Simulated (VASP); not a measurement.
Input of a VASP 6.6.1 run:

INCAR

```
ALGO = Fast ; EDIFF = 1E-7
ENCUT = 520 ; GGA = PE
ISIF = 2 ; ISMEAR = -1
ISPIN = 2 ; LASPH = True
LCHARG = False ; LMAXMIX = 4
LORBIT = 11 ; LREAL = False
LWAVE = False ; MAGMOM = 4.5 0
NBANDS = 16 ; NELM = 150
PREC = Accurate ; SIGMA = 0.05
```

The input KPOINTS:

```
k-points
0
Gamma
  9 9 9
```

POSCAR

```
AlFe
1.0
    2.9100000000      0.0000000000      0.0000000000
    0.0000000000      2.9100000000      0.0000000000
    0.0000000000      0.0000000000      2.9100000000
Fe Al
1 1
Direct
    0.5000000000      0.5000000000      0.5000000000
    0.0000000000      0.0000000000      0.0000000000
```

Potentials or basis: VASP PAW PBE potentials, release 64 (Fe, Al).

The run is started by

```sh
$ cat potpaw_PBE.64/Fe/POTCAR potpaw_PBE.64/Al/POTCAR > POTCAR
$ mpirun -np 1 vasp_std > vasp.out
```

Q: What does it give for the pressure?

A: -6.2 GPa.

Q: Estimate the net moment.

A: 0.65 μB per cell.
